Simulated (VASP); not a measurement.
# Ag12CO in VASP: further runs

The runs below take Ag12CO through single point, with PBE+D3(BJ).

Program: VASP 6.6.1. These are calculated values, not measurements. Logs are shortened: lines on timing, memory, paths and dates and some standing lists are left out, and cuts for length are marked.

## 1. The cell of the first run

The cell holds a slab with vacuum, 14 atoms: a = 5.761 Å, b = 5.761 Å, c = 24.854 Å, α = 90.00°, β = 90.00°, γ = 120.00°.

## 2. Single point, PBE+D3(BJ)

INCAR reads:

```
SYSTEM = Ag12CO
ALGO = Normal
DIPOL = 0.5 0.5 0.465
EDIFF = 1E-6
ENCUT = 520
GGA = PE
GGA_COMPAT = .FALSE.
IDIPOL = 3
ISIF = 2
ISMEAR = 0
IVDW = 12
LASPH = .TRUE.
LCHARG = .FALSE.
LDIPOL = .TRUE.
LREAL = .FALSE.
LWAVE = .FALSE.
NBANDS = 84
NELM = 120
NELMDL = -8
PREC = Accurate
SIGMA = 0.1
```

KPOINTS reads:

```
k-points
0
G
  6 6 1
  0 0 0
```

POSCAR reads:

```
Ag12CO
1.0
    5.7606628201      0.0000000000      0.0000000000
   -2.8803314101      4.9888803449      0.0000000000
    0.0000000000      0.0000000000     24.8535614965
Ag C O
12 1 1
Direct
    0.3333333333      0.1666666667      0.3420032981
    0.3333333333      0.6666666667      0.3420032981
    0.8333333333      0.1666666667      0.3420032981
    0.8333333333      0.6666666667      0.3420032981
    0.6687756252      0.3343878126      0.4367194980
    0.6666666667      0.8333333333      0.4363226982
    0.1656121874      0.3343878126      0.4367194980
    0.1656121874      0.8312243748      0.4367194980
    0.0000000000      0.5000000000      0.5318874379
   -0.0004729285     -0.0002364643      0.5302834761
    0.5002364643      0.5004729285      0.5302834761
    0.5002364643     -0.0002364643      0.5302834761
    0.0000000000      0.5000000000      0.6168417688
    0.0000000000      0.5000000000      0.6628990101
```

Potentials or basis: VASP PAW PBE potentials, release 64 (Ag, C, O).

Started as:

```console
> cat potpaw_PBE.64/Ag/POTCAR potpaw_PBE.64/C/POTCAR potpaw_PBE.64/O/POTCAR > POTCAR
> mpirun -np 1 vasp_std > vasp.out
```

OUTCAR:

```text
SYSTEM = Ag12CO
   EDIFF = 1E-6
   ENCUT = 520
   GGA = PE
   ISIF = 2
   ISMEAR = 0
   IVDW = 12
   LASPH = .TRUE.
   LREAL = .FALSE.
   NELM = 120
   NELMDL = -8
   PREC = Accurate
 IVDW          = 12

 ion  position               nearest neighbor table
   1  0.333  0.167  0.342-   3 2.88   3 2.88   4 2.88   4 2.88   2 2.88   2 2.88   7 2.89   5 2.89
                             8 2.89
   2  0.333  0.667  0.342-   6 2.87   8 2.88   7 2.88   4 2.88   4 2.88   3 2.88   3 2.88   1 2.88
                             1 2.88
   3  0.833  0.167  0.342-   6 2.87   5 2.88   7 2.88   1 2.88   1 2.88   2 2.88   2 2.88   4 2.88
                             4 2.88
   4  0.833  0.667  0.342-   6 2.87   8 2.88   5 2.88   2 2.88   2 2.88   1 2.88   1 2.88   3 2.88
                             3 2.88
   5  0.669  0.334  0.437-   7 2.86   8 2.86  11 2.86  12 2.86   3 2.88   4 2.88   6 2.88   6 2.88
                             9 2.89   1 2.89   7 2.90   8 2.90
   6  0.667  0.833  0.436-  10 2.87  12 2.87  11 2.87   4 2.87   2 2.87   3 2.87   8 2.88   5 2.88
                             7 2.88   7 2.88   8 2.88   5 2.88
   7  0.166  0.334  0.437-   5 2.86   8 2.86  11 2.86  10 2.86   3 2.88   2 2.88   6 2.88   6 2.88
                             9 2.89   1 2.89   5 2.90   8 2.90
   8  0.166  0.831  0.437-   5 2.86   7 2.86  10 2.86  12 2.86   2 2.88   4 2.88   6 2.88   6 2.88
                             9 2.89   1 2.89   5 2.90   7 2.90
   9  0.000  0.500  0.532-  13 2.11  11 2.88  10 2.88  12 2.88  12 2.88  11 2.88  10 2.88   5 2.89
                             7 2.89   8 2.89
  10  1.000  1.000  0.530-   8 2.86   7 2.86   6 2.87  12 2.88  11 2.88   9 2.88   9 2.88  12 2.88
                            11 2.88
  11  0.500  0.500  0.530-   5 2.86   7 2.86   6 2.87  10 2.88  12 2.88   9 2.88   9 2.88  10 2.88
                            12 2.88
  12  0.500  1.000  0.530-   8 2.86   5 2.86   6 2.87  10 2.88  11 2.88   9 2.88   9 2.88  10 2.88
                            11 2.88
  13  0.000  0.500  0.617-  14 1.14   9 2.11
  14  0.000  0.500  0.663-  13 1.14

  LATTYP: Found a hexagonal cell.
 ALAT       =     5.7606628201
 C/A-ratio  =     4.3143579606

  Lattice vectors:

 A1 = (   5.7606628201,   0.0000000000,   0.0000000000)
 A2 = (  -2.8803314101,   4.9888803449,   0.0000000000)
 A3 = (   0.0000000000,   0.0000000000,  24.8535614965)

Analysis of symmetry for initial positions (statically):
=====================================================================
 Subroutine PRICEL returns:
 Original cell was already a primitive cell.

 Routine SETGRP: Setting up the symmetry group for a
 hexagonal supercell.

 Subroutine GETGRP returns: Found  6 space group operations
 (whereof  2 operations were pure point group operations)
 out of a pool of 24 trial point group operations.

The static configuration has the point symmetry C_1h.
 The point group associated with its full space group is C_3v.

Analysis of symmetry for dynamics (positions and initial velocities):
=====================================================================
 Subroutine PRICEL returns:
 Original cell was already a primitive cell.

 Routine SETGRP: Setting up the symmetry group for a
 hexagonal supercell.

 Subroutine GETGRP returns: Found  6 space group operations
 (whereof  2 operations were pure point group operations)
 out of a pool of 24 trial point group operations.

The dynamic configuration has the point symmetry C_1h.
 The point group associated with its full space group is C_3v.

 Subroutine INISYM returns: Found  6 space group operations
 (whereof  2 operations are pure point group operations),
 and found     1 'primitive' translations

----------------------------------------------------------------------------------------

                                     Primitive cell

  volume of cell :     714.2729

  direct lattice vectors                    reciprocal lattice vectors
     5.760662820  0.000000000  0.000000000     0.173591135  0.100222889  0.000000000
    -2.880331410  4.988880345  0.000000000     0.000000000  0.200445778  0.000000000
     0.000000000  0.000000000 24.853561496     0.000000000  0.000000000  0.040235682

  length of vectors
     5.760662820  5.760662820 24.853561496     0.200445778  0.200445778  0.040235682

  position of ions in fractional coordinates (direct lattice)
     0.333333333  0.166666667  0.342003298
     0.333333333  0.666666667  0.342003298
     0.833333333  0.166666667  0.342003298
     0.833333333  0.666666667  0.342003298
     0.668775625  0.334387813  0.436719498
     0.666666667  0.833333333  0.436322698
     0.165612187  0.334387813  0.436719498
     0.165612187  0.831224375  0.436719498
     1.000000000  0.500000000  0.531887438
     0.999527071  0.999763536  0.530283476
     0.500236464  0.500472929  0.530283476
     0.500236464  0.999763536  0.530283476
     1.000000000  0.500000000  0.616841769
     1.000000000  0.500000000  0.662899010

  ion indices of the primitive-cell ions
   primitive index   ion index
                 1           1
                 2           2
                 3           3
                 4           4
                 5           5
                 6           6
                 7           7
                 8           8
                 9           9
                10          10
                11          11
                12          12
                13          13
                14          14

----------------------------------------------------------------------------------------

 KPOINTS: k-points

Automatic generation of k-mesh.
 Grid dimensions read from file:
 generate k-points for:    6    6    1

 Generating k-lattice:

  Cartesian coordinates                     Fractional coordinates (reciprocal lattice)
     0.028931856  0.016703815  0.000000000     0.166666667  0.000000000  0.000000000
     0.000000000  0.033407630  0.000000000     0.000000000  0.166666667  0.000000000
     0.000000000  0.000000000  0.040235682     0.000000000  0.000000000  1.000000000

  Length of vectors
     0.033407630  0.033407630  0.040235682

  Shift w.r.t. Gamma in fractional coordinates (k-lattice)
     0.000000000  0.000000000  0.000000000

 Subroutine IBZKPT returns following result:
 ===========================================

 Found      7 irreducible k-points:

 Following reciprocal coordinates:
            Coordinates               Weight
  0.000000  0.000000  0.000000      1.000000
  0.166667  0.000000  0.000000      6.000000
  0.333333  0.000000  0.000000      6.000000
  0.500000  0.000000  0.000000      3.000000
  0.166667  0.166667  0.000000      6.000000
  0.333333  0.166667  0.000000     12.000000
  0.333333  0.333333  0.000000      2.000000
   k-points           NKPTS =      7   k-points in BZ     NKDIM =      7   number of bands    NBANDS=     84
   number of dos      NEDOS =    301   number of ions     NIONS =     14
   total plane-waves  NPLWV = 442368
   dimension x,y,z NGX =    48 NGY =   48 NGZ =  192
   dimension x,y,z NGXF=    96 NGYF=   96 NGZF=  384
   ions per type =              12   1   1
   NGX,Y,Z   is equivalent  to a cutoff of  13.85, 13.85, 12.84 a.u.
   NGXF,Y,Z  is equivalent  to a cutoff of  27.70, 27.70, 25.69 a.u.
 SYSTEM =  Ag12CO
   PREC   = accura    normal or accurate (medium, high low for compatibility)
   ISTART =      0    job   : 0-new  1-cont  2-samecut
   ICHARG =      2    charge: 1-file 2-atom 10-const
   ISPIN  =      1    spin polarized calculation?
   LNONCOLLINEAR =      F non collinear calculations
   LSORBIT =      F    spin-orbit coupling
   LASPH  =      T    aspherical Exc in radial PAW
   ENCUT  =  520.0 eV  38.22 Ry    6.18 a.u.  10.71 10.71 46.21*2*pi/ulx,y,z
   NELM   =    120;   NELMIN=  2; NELMDL= -8     # of ELM steps
   EDIFF  = 0.1E-05   stopping-criterion for ELM
   LREAL  =      F    real-space projection
   EDIFFG = 0.1E-04   stopping-criterion for IOM
   NSW    =      0    number of steps for IOM
   IBRION =     -1    ionic relax: 0-MD 1-quasi-New 2-CG
   NFREE  =      0    steps in history (QN), initial steepest desc. (CG)
   ISIF   =      2    stress and relaxation
   ISYM   =      2    0-nonsym 1-usesym 2-fastsym
   POTIM  = 0.5000    time-step for ionic-motion
   TEBEG  =    0.0;   TEEND  =   0.0 temperature during run
   PSTRESS=    0.0 pullay stress
   NELECT =     142.0000    total number of electrons
   NUPDOWN=      -1.0000    fix difference up-down
   EMIN   =  10.00;   EMAX   =-10.00  energy-range for DOS
   EFERMI =   0.00;   METHOD = LEGACY
   ISMEAR =     0;   SIGMA  =   0.10  broadening in eV -4-tet -1-fermi 0-gaus
   EFERMI_NEDOS =   21; number of points for ismear=-14 and -15
   IALGO  =     38    algorithm
   IMIX   =      4    mixing-type and parameters
     AMIX     =   0.40;   BMIX     =  1.00
     AMIX_MAG =   1.60;   BMIX_MAG =  1.00
  volume/ion in A,a.u.               =      51.02       344.30
  Fermi-wavevector in a.u.,A,eV,Ry     =   0.955468  1.805573 12.421023  0.912919
  Thomas-Fermi vector in A             =   2.084309
   LORBIT       =      0    0 simple, 1 ext, 2 COOP (PROOUT), +10 PAW based schemes
   GGA     = PE    functional components
   LHFCALC =     F    Hartree Fock is set to
   AEXX    =    0.0000 exact exchange contribution
   IVDW    =    12    specifies the selected vdW correction
   LEPSILON=     F    determine dielectric tensor
   LRPA    =     F    only Hartree local field effects (RPA)
 non-spin polarized calculation
 Gauss-broadening in eV      SIGMA  =   0.10
  energy-cutoff  :      520.00
  volume of cell :      714.27
 maximum number of plane-waves:     19247
 NGX is ok and might be reduce to    48
   NGX = 21   NGY = 21   NGZ = 93

 dipolmoment           0.000000      0.000000      0.386824 electrons x Angstroem

 number of electron     141.9999977 magnetization

 dipolmoment           0.000000      0.000000     -0.031014 electrons x Angstroem

 Free energy of the ion-electron system (eV)
  ---------------------------------------------------
  ext. energy  EPLUGINS =         0.00000000
  ---------------------------------------------------
  free energy    TOTEN  =       -44.64143989 eV

  energy without entropy =      -44.59903905  energy(sigma->0) =      -44.62023947

 E-fermi :  -0.4558     XC(G=0):  -4.5055

 val. band max:       -0.4996441800   @ k =   0.1667   0.0000   0.0000
 cond. band min:      -0.4465095462   @ k =   0.1667   0.1667   0.0000
 fundamental gap:      0.0531346338
 Fermi energy:        -0.4557885569

 k-point     1 :       0.0000    0.0000    0.0000
  band No.  band energies     occupation
      1     -25.5450      2.00000
      2     -10.6263      2.00000
      3      -8.1465      2.00000
      4      -8.1304      2.00000
      5      -8.1304      2.00000
      6      -7.5224      2.00000
[... 75 lines left out ...]
     82       3.7191      0.00000
     83       3.7191      0.00000

 k-point     2 :       0.1667    0.0000    0.0000
  band No.  band energies     occupation
      1     -25.5450      2.00000
      2     -10.6244      2.00000
      3      -8.1387      2.00000
      4      -8.1310      2.00000
      5      -8.1061      2.00000
      6      -7.3679      2.00000
[... 422 lines left out ...]
 k-point     7 :       0.3333    0.3333    0.0000
  band No.  band energies     occupation
      1     -25.5449      2.00000
      2     -10.6183      2.00000
      3      -8.1406      2.00000
      4      -8.1405      2.00000
      5      -8.0368      2.00000
      6      -6.2224      2.00000
[... 75 lines left out ...]
     82       4.0563      0.00000
     83       4.3873      0.00000
 [bands above 83 left out]

------------------------ aborting loop because EDIFF is reached ----------------------------------------

 vacuum level on the upper side and lower side of the slab       (xc-potential included)        -0.187        -0.024

 Edisp (eV)   -5.15467

 E8    (eV) :    -2.3270

  FORCE on cell =-STRESS in cart. coord.  units (eV):
  Direction    XX          YY          ZZ          XY          YZ          ZX
  --------------------------------------------------------------------------------------
  -------------------------------------------------------------------------------------
  Total      -1.07641    -1.07641     0.75493     0.00000     0.00000     0.00000
  in kB      -2.41447    -2.41447     1.69337     0.00000     0.00000     0.00000
  external pressure =       -1.05 kB  Pullay stress =        0.00 kB

 VOLUME and BASIS-vectors are now :
 -----------------------------------------------------------------------------
  energy-cutoff  :      520.00
  volume of cell :      714.27
      direct lattice vectors                 reciprocal lattice vectors
     5.760662820  0.000000000  0.000000000     0.173591135  0.100222889  0.000000000
    -2.880331410  4.988880345  0.000000000     0.000000000  0.200445778  0.000000000
     0.000000000  0.000000000 24.853561496     0.000000000  0.000000000  0.040235682

 POSITION                                       TOTAL-FORCE (eV/Angst)
 -----------------------------------------------------------------------------------
      1.44017      0.83148      8.50000        -0.000000      0.000000      0.116743
     -0.00000      3.32592      8.50000        -0.012120     -0.006997     -0.033031
      4.32050      0.83148      8.50000        -0.000000      0.013994     -0.033031
      2.88033      3.32592      8.50000         0.012120     -0.006997     -0.033031
      2.88944      1.66822     10.85403         0.000832      0.000480      0.001232
      1.44017      4.15740     10.84417        -0.000000      0.000000      0.000584
     -0.00911      1.66822     10.85403        -0.000832      0.000480      0.001232
     -1.44017      4.14688     10.85403         0.000000     -0.000961      0.001232
     -1.44017      2.49444     13.21930        -0.000000      0.000000     -0.008672
      2.87829      4.98770     13.17943         0.000071      0.000041     -0.005945
      1.44017      2.49680     13.17943         0.000000     -0.000082     -0.005945
      0.00204      4.98770     13.17943        -0.000071      0.000041     -0.005945
     -1.44017      2.49444     15.33071        -0.000000      0.000000     -0.887682
     -1.44017      2.49444     16.47540        -0.000000      0.000000      0.892260
 -----------------------------------------------------------------------------------
    total drift:                               -0.000000     -0.000000      0.000834

  FREE ENERGIE OF THE ION-ELECTRON SYSTEM (eV)
  ---------------------------------------------------
  free  energy   TOTEN  =       -49.7961087837 eV

  energy  without entropy=      -49.7537079423  energy(sigma->0) =      -49.77490836

 vacuum level on the upper side and lower side of the slab         3.747         3.933
```

It took 21 min on 1 thread of Oxide Virtual Turin-like, shared host; peak memory 0.99 GiB.

What came out:

```yaml
Free_energy: -49.7961 eV
Largest_force: 0.892 eV/Å
Band_gap_on_the_k_mesh: zero (bands 71 and 72 overlap by 0.38 eV)
Dispersion_energy_per_atom: -0.368 eV
```

Forces in eV/Å, atoms in the order of the input:
```
Ag   0.000  0.000  0.117
Ag  -0.012 -0.007 -0.033
Ag   0.000  0.014 -0.033
Ag   0.012 -0.007 -0.033
Ag   0.001  0.000  0.001
Ag   0.000  0.000  0.001
Ag  -0.001  0.000  0.001
Ag   0.000 -0.001  0.001
Ag   0.000  0.000 -0.009
Ag   0.000  0.000 -0.006
Ag   0.000  0.000 -0.006
Ag   0.000  0.000 -0.006
C    0.000  0.000 -0.888
O    0.000  0.000  0.892
```

## 3. Single point, PBE+D3(BJ)

INCAR reads:

```
SYSTEM = Ag12CO
PREC = Accurate
ENCUT = 520
EDIFF = 1E-6
ISMEAR = 0
SIGMA = 0.1
LREAL = .FALSE.
LASPH = .TRUE.
NELM = 120
ALGO = Normal
ISIF = 2
LWAVE = .FALSE.
LCHARG = .FALSE.
LDIPOL = .TRUE.
IDIPOL = 3
DIPOL = 0.5 0.5 0.463
GGA = PE
IVDW = 12
NBANDS = 84
GGA_COMPAT = .FALSE.
NELMDL = -8
```

KPOINTS reads:

```
regular mesh
0
G
  6 6 1
  0 0 0
```

POSCAR reads:

```
Ag12CO
1.0
    5.7606628201      0.0000000000      0.0000000000
   -2.8803314101      4.9888803449      0.0000000000
    0.0000000000      0.0000000000     24.8535614965
Ag C O
12 1 1
Direct
    0.3333333333      0.1666666667      0.3420032981
    0.3333333333      0.6666666667      0.3420032981
    0.8333333333      0.1666666667      0.3420032981
    0.8333333333      0.6666666667      0.3420032981
    0.6665263170      0.3332631585      0.4373681584
    0.6666666667      0.8333333333      0.4354151731
    0.1667368415      0.3332631585      0.4373681584
    0.1667368415      0.8334736830      0.4373681584
    0.0000000000      0.5000000000      0.5312380744
    0.0065247377      0.0032623688      0.5321670137
    0.4967376312      0.4934752623      0.5321670137
    0.4967376312      0.0032623688      0.5321670137
    0.6666666667      0.8333333333      0.5947882801
    0.6666666667      0.8333333333      0.6415820832
```

Potentials or basis: VASP PAW PBE potentials, release 64 (Ag, C, O).

Started as:

```console
> cat potpaw_PBE.64/Ag/POTCAR potpaw_PBE.64/C/POTCAR potpaw_PBE.64/O/POTCAR > POTCAR
> mpirun -np 1 vasp_std > vasp.out
```

It took 21 min on 1 thread of Oxide Virtual Turin-like, shared host; peak memory 0.99 GiB.

The run converged. Its results:

```
Free energy                : -49.8776 eV
Largest force              : 0.786 eV/Å
Band gap on the k mesh     : zero (bands 71 and 72 overlap by 0.33 eV)
Dispersion energy per atom : -0.369 eV
```

Forces in eV/Å, atoms in the order of the input:
```
Ag   0.000  0.000  0.003
Ag   0.020  0.011  0.006
Ag   0.000 -0.023  0.006
Ag  -0.020  0.011  0.006
Ag  -0.001  0.000  0.003
Ag   0.000  0.000 -0.002
Ag   0.001  0.000  0.003
Ag   0.000  0.001  0.003
Ag   0.000  0.000 -0.007
Ag  -0.005 -0.003  0.002
Ag   0.000  0.005  0.002
Ag   0.005 -0.003  0.002
C    0.000  0.000 -0.786
O    0.000  0.000  0.760
```

Levels at points of the mesh, in eV from the Fermi level:
```
           k point  band 67  band 68  band 69  band 70  band 71  band 72  band 73  band 74  band 75  band 76
(0.00, 0.00, 0.00)    -2.76    -1.01     0.15     0.15     0.21     0.74     0.86     0.86     1.44     1.48
(0.50, 0.00, 0.00)    -2.93    -2.47    -1.52    -0.35    -0.20    -0.12     0.58     0.70     1.79     1.93
```

The gap in the log of VASP goes by the Fermi energy; the results here count the filled bands.